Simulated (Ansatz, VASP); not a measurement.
# Two plane-wave programs on Al

```
Al
1.0
     0.00000    1.99161    1.99161
     1.99161    0.00000    1.99161
     1.99161    1.99161    0.00000
Al
1
Cartesian
  0.0000 0.0000 0.0000
```

Alike in both runs: task single point; functional LDA; k mesh 14 × 14 × 14; occupations methfessel-paxton of order 1, width 1 eV; no spin polarisation.

```csv
,VASP,Ansatz
version,VASP 6.6.1,Ansatz 0.2.0
potentials or method,"VASP PAW LDA potentials, release 64 (Al), cutoff 520 eV","plane waves (420 eV) with PAW, scalar-relativistic"
valence electrons in the cell,3,3
```

```csv
,VASP,Ansatz,Ansatz less VASP
pressure (GPa),0.1,0.1,-0.08
```

Ansatz warns that its potentials were made for another functional, while VASP's fit it. LDA's correlation is that of Perdew and Zunger in VASP and of Perdew and Wang (1992) in Ansatz.
